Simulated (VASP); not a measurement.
# Al2O3 (R-3c) in VASP: notebook, part 2 of 2

VASP 6.6.1. Earlier steps stand in the parts before.

## Step 3: Relaxation of cell and atoms, LDA, target pressure 30 GPa, at which the enthalpy is minimised

This run uses another cell than the first one, of 8.50 Å³/atom.

INCAR

```
ALGO = Normal
EDIFF = 1E-7
EDIFFG = -0.003
ENCUT = 600
GGA = CA
IBRION = 2
ISIF = 3
ISMEAR = 0
LASPH = T
LCHARG = F
LREAL = F
LWAVE = F
NELM = 60
NSW = 80
PREC = Accurate
PSTRESS = 300.0
SIGMA = 0.1
```

KPOINTS

```
k-points
0
Gamma
  6 6 6
```

POSCAR

```
Al2O3
1.0
    2.3802500000      1.3742379782      4.3318666667
   -2.3802500000      1.3742379782      4.3318666667
    0.0000000000     -2.7484759565      4.3318666667
Al O
4 6
Direct
    0.3521600000      0.3521600000      0.3521600000
    0.1478400000      0.1478400000      0.1478400000
    0.6478400000      0.6478400000      0.6478400000
    0.8521600000      0.8521600000      0.8521600000
    0.5566800000      0.9433200000      0.2500000000
    0.2500000000      0.5566800000      0.9433200000
    0.9433200000      0.2500000000      0.5566800000
    0.4433200000      0.0566800000      0.7500000000
    0.7500000000      0.4433200000      0.0566800000
    0.0566800000      0.7500000000      0.4433200000
```

Potentials or basis: VASP PAW LDA potentials, release 64 (Al, O).

The run is started by

```sh
$ cat potpaw_LDA.64/Al/POTCAR potpaw_LDA.64/O/POTCAR > POTCAR
$ mpirun -np 1 vasp_std > vasp.out
```

OUTCAR:

```text
EDIFF = 1E-7
   EDIFFG = -0.003
   ENCUT = 600
   GGA = CA
   IBRION = 2
   ISIF = 3
   ISMEAR = 0
   LASPH = T
   LREAL = F
   NELM = 60
   NSW = 80
   PREC = Accurate
   PSTRESS = 300.0

 ion  position               nearest neighbor table
   1  0.352  0.352  0.352-   9 1.85  10 1.85   8 1.85   7 1.97   5 1.97   6 1.97   2 2.66   3 2.79
                             3 2.79   3 2.79   2 3.22   2 3.22   2 3.22
   2  0.148  0.148  0.148-  10 1.85   9 1.85   8 1.85   6 1.97   5 1.97   7 1.97   1 2.66   4 2.79
                             4 2.79   4 2.79   1 3.22   1 3.22   1 3.22
   3  0.648  0.648  0.648-   6 1.85   7 1.85   5 1.85  10 1.97   8 1.97   9 1.97   4 2.66   1 2.79
                             1 2.79   1 2.79   4 3.22   4 3.22   4 3.22
   4  0.852  0.852  0.852-   7 1.85   6 1.85   5 1.85   9 1.97   8 1.97  10 1.97   3 2.66   2 2.79
                             2 2.79   2 2.79   3 3.22   3 3.22   3 3.22
   5  0.557  0.943  0.250-   3 1.85   4 1.85   1 1.97   2 1.97
   6  0.250  0.557  0.943-   3 1.85   4 1.85   2 1.97   1 1.97
   7  0.943  0.250  0.557-   4 1.85   3 1.85   1 1.97   2 1.97
   8  0.443  0.057  0.750-   1 1.85   2 1.85   3 1.97   4 1.97
   9  0.750  0.443  0.057-   1 1.85   2 1.85   4 1.97   3 1.97
  10  0.057  0.750  0.443-   2 1.85   1 1.85   3 1.97   4 1.97

  LATTYP: Found a trigonal (rhomboedric) cell.
 ALAT       =     5.1302230849
 COS(alpha) =     0.5694707703

  Lattice vectors:

 A1 = (   2.3802500000,   1.3742379782,   4.3318666667)
 A2 = (  -2.3802500000,   1.3742379782,   4.3318666667)
 A3 = (   0.0000000000,  -2.7484759565,   4.3318666667)

Analysis of symmetry for initial positions (statically):
=====================================================================
 Subroutine PRICEL returns:
 Original cell was already a primitive cell.

 Routine SETGRP: Setting up the symmetry group for a
 trigonal (rhombohedral) supercell.

 Subroutine GETGRP returns: Found 12 space group operations
 (whereof  6 operations were pure point group operations)
 out of a pool of 12 trial point group operations.

The static configuration has the point symmetry S_6 .
 The point group associated with its full space group is D_3d.

Analysis of symmetry for dynamics (positions and initial velocities):
=====================================================================
 Subroutine PRICEL returns:
 Original cell was already a primitive cell.

 Routine SETGRP: Setting up the symmetry group for a
 trigonal (rhombohedral) supercell.

 Subroutine GETGRP returns: Found 12 space group operations
 (whereof  6 operations were pure point group operations)
 out of a pool of 12 trial point group operations.

The dynamic configuration has the point symmetry S_6 .
 The point group associated with its full space group is D_3d.

 Subroutine INISYM returns: Found 12 space group operations
 (whereof  6 operations are pure point group operations),
 and found     1 'primitive' translations

----------------------------------------------------------------------------------------

                                     Primitive cell

  volume of cell :      85.0180

  direct lattice vectors                    reciprocal lattice vectors
     2.380250000  1.374237978  4.331866667     0.210061968  0.121279334  0.076949121
    -2.380250000  1.374237978  4.331866667    -0.210061968  0.121279334  0.076949121
     0.000000000 -2.748475957  4.331866667     0.000000000 -0.242558668  0.076949121

  length of vectors
     5.130223085  5.130223085  5.130223085     0.254471756  0.254471756  0.254471756

  position of ions in fractional coordinates (direct lattice)
     0.352160000  0.352160000  0.352160000
     0.147840000  0.147840000  0.147840000
[... 86 lines left out ...]
   ICHARG =      2    charge: 1-file 2-atom 10-const
   ISPIN  =      1    spin polarized calculation?
   LNONCOLLINEAR =      F non collinear calculations
   LSORBIT =      F    spin-orbit coupling
   LASPH  =      T    aspherical Exc in radial PAW
   ENCUT  =  600.0 eV  44.10 Ry    6.64 a.u.  10.25 10.25 10.25*2*pi/ulx,y,z
   NELM   =     60;   NELMIN=  2; NELMDL= -5     # of ELM steps
   EDIFF  = 0.1E-06   stopping-criterion for ELM
   LREAL  =      F    real-space projection
   EDIFFG = -.3E-02   stopping-criterion for IOM
   NSW    =     80    number of steps for IOM
   IBRION =      2    ionic relax: 0-MD 1-quasi-New 2-CG
   NFREE  =      1    steps in history (QN), initial steepest desc. (CG)
   ISIF   =      3    stress and relaxation
   ISYM   =      2    0-nonsym 1-usesym 2-fastsym
   POTIM  = 0.5000    time-step for ionic-motion
   TEBEG  =    0.0;   TEEND  =   0.0 temperature during run
   PSTRESS=  300.0 pullay stress
   NELECT =      48.0000    total number of electrons
   NUPDOWN=      -1.0000    fix difference up-down
   EMIN   =  10.00;   EMAX   =-10.00  energy-range for DOS
   EFERMI =   0.00;   METHOD = LEGACY
   ISMEAR =     0;   SIGMA  =   0.10  broadening in eV -4-tet -1-fermi 0-gaus
   EFERMI_NEDOS =   21; number of points for ismear=-14 and -15
   IALGO  =     38    algorithm
   IMIX   =      4    mixing-type and parameters
     AMIX     =   0.40;   BMIX     =  1.00
     AMIX_MAG =   1.60;   BMIX_MAG =  1.00
  volume/ion in A,a.u.               =       8.50        57.37
  Fermi-wavevector in a.u.,A,eV,Ry     =   1.353064  2.556920 24.909299  1.830782
  Thomas-Fermi vector in A             =   2.480350
   LORBIT       =      0    0 simple, 1 ext, 2 COOP (PROOUT), +10 PAW based schemes
   GGA     = CA    functional components
   LHFCALC =     F    Hartree Fock is set to
   AEXX    =    0.0000 exact exchange contribution
   IVDW    =     0    specifies the selected vdW correction
   LEPSILON=     F    determine dielectric tensor
   LRPA    =     F    only Hartree local field effects (RPA)
 conjugate gradient relaxation of ions
 non-spin polarized calculation
 Gauss-broadening in eV      SIGMA  =   0.10
  energy-cutoff  :      600.00
  volume of cell :       85.02
 maximum number of plane-waves:      2873
 NGX is ok and might be reduce to    42
   NGX = 21   NGY = 21   NGZ = 21

--------------------------------------- Ionic step        1  -------------------------------------------

 number of electron      48.0000003 magnetization

 Free energy of the ion-electron system (eV)
  ---------------------------------------------------
  ext. energy  EPLUGINS =         0.00000000
  ---------------------------------------------------
  free energy    TOTEN  =       -83.10552360 eV

  energy without entropy =      -83.10552360  energy(sigma->0) =      -83.10552360

------------------------ aborting loop because EDIFF is reached ----------------------------------------

  FORCE on cell =-STRESS in cart. coord.  units (eV):
  Direction    XX          YY          ZZ          XY          YZ          ZX
  --------------------------------------------------------------------------------------
  -------------------------------------------------------------------------------------
  Total       -2.5209395     -2.5209395     -2.7442264      0.0000000      0.0000000      0.0000000
  in kB      -47.5074984    -47.5074984    -51.7153744      0.0000000      0.0000000      0.0000000
  external PRESSURE =    -348.9101237 kB  Pullay stress =     300.0000000 kB
[... 33 lines left out ...]
--------------------------------------- Ionic step        2  -------------------------------------------

 number of electron      48.0000003 magnetization

 E-fermi :  10.0001     XC(G=0): -13.6072

 val. band max:        9.4847295523   @ k =   0.0000   0.0000   0.0000
 cond. band min:      19.3358623135   @ k =   0.0000   0.0000   0.0000
 fundamental gap:      9.8511327611
 Fermi energy:        10.0001431536

 k-point     1 :       0.0000    0.0000    0.0000
  band No.  band energies     occupation
      1     -12.0626      2.00000
      2      -8.3663      2.00000
      3      -7.8474      2.00000
      4      -7.8474      2.00000
      5      -7.4083      2.00000
      6      -7.4083      2.00000
[... 870 lines left out ...]
  energy  without entropy=      -82.5510515066  energy(sigma->0) =      -82.55105151

  enthalpy is  TOTEN    =       -68.2813280244 eV   P V=       14.2697234822

[... ionic steps 4 to 8 ...]

--------------------------------------- Ionic step        9  -------------------------------------------

 number of electron      47.9999998 magnetization

------------------------ aborting loop because EDIFF is reached ----------------------------------------
[... 87 lines left out ...]
--------------------------------------- Ionic step       11  -------------------------------------------

 number of electron      47.9999998 magnetization

 Free energy of the ion-electron system (eV)
  ---------------------------------------------------
  ext. energy  EPLUGINS =         0.00000000
  ---------------------------------------------------
  free energy    TOTEN  =       -82.47764423 eV

  energy without entropy =      -82.47764423  energy(sigma->0) =      -82.47764423

 E-fermi :   7.6464     XC(G=0): -12.7405

 val. band max:        7.2496992823   @ k =   0.0000   0.0000   0.0000
 cond. band min:      14.8738252980   @ k =   0.0000   0.0000   0.0000
 fundamental gap:      7.6241260157
 Fermi energy:         7.6463820716

 k-point     1 :       0.0000    0.0000    0.0000
  band No.  band energies     occupation
      1     -12.7647      2.00000
      2      -9.8277      2.00000
      3      -9.4915      2.00000
      4      -9.4915      2.00000
      5      -9.1154      2.00000
      6      -9.1154      2.00000
[... 824 lines left out ...]
  energy  without entropy=      -82.4776442318  energy(sigma->0) =      -82.47764423

  enthalpy is  TOTEN    =       -68.2872445751 eV   P V=       14.1903996567

 reached required accuracy - stopping structural energy minimisation
```

Wall time 9.3 min (1 thread of Intel Xeon Platinum 8124M at 3.00GHz (Skylake/Cascade Lake), shared host); peak memory 0.26 GiB.

Results:

| Quantity | Value |
| --- | --- |
| Free energy | -82.4776 eV |
| Relaxed volume | 7.58 Å³/atom |
| Relaxed cell | a = 4.927 Å, b = 4.927 Å, c = 4.927 Å, α = 55.52°, β = 55.52°, γ = 55.52° |
| Space group after relaxing (to 0.1 Å) | R-3c (No. 167) |
| Energy change on relaxing (the run minimises the enthalpy) | +62.8 meV/atom |
| Ionic steps | 11 |
| Pressure after relaxing | 30.0 GPa |
| Band gap on the k mesh | 7.62 eV |

Forces on the atoms (eV/Å):
```
Al   0.000  0.000 -0.001
Al   0.000  0.000  0.001
Al   0.000  0.000  0.001
Al   0.000  0.000 -0.001
O   -0.002  0.000  0.000
O    0.001 -0.002  0.000
O    0.001  0.002  0.000
O    0.002  0.000  0.000
O   -0.001  0.002  0.000
O   -0.001 -0.002  0.000
```

Step by step:
```
step  energy change (eV)  largest force (eV/Å)  pressure (GPa)  volume (Å³)
   1              0.0000                0.1259           -4.89        85.02
   2              5.5240                0.5343          115.76        64.21
   3              0.5545                0.1092           28.07        76.21
   4              0.6140                0.1109           29.69        75.88
   5              0.6471                0.1116           30.57        75.70
   6              0.6514                0.0480           30.61        75.66
   7              0.6497                0.0222           30.60        75.67
   8              0.6004                0.0155           29.27        75.93
   9              0.6261                0.0049           29.98        75.79
  10              0.6266                0.0051           29.98        75.79
  11              0.6279                0.0020           30.01        75.79
```

Final structure:
```
Al O
1.0
     2.29491    1.32496    4.15397
    -2.29491    1.32496    4.15397
     0.00000   -2.64993    4.15397
Al O
4 6
Cartesian
  0.0000 0.0000 4.3842
  0.0000 0.0000 1.8467
  0.0000 0.0000 8.0777
  0.0000 0.0000 10.6152
  -0.8867 1.3250 7.2695
  -0.7041 -1.4304 7.2695
  1.5908 0.1055 7.2695
  0.8867 -1.3250 5.1925
  0.7041 1.4304 5.1925
  -1.5908 -0.1055 5.1925
```

Caveat: the cell is relaxed towards a set pressure, so the run minimises the enthalpy, not the energy. Zero-point motion and thermal expansion aren't in these numbers.
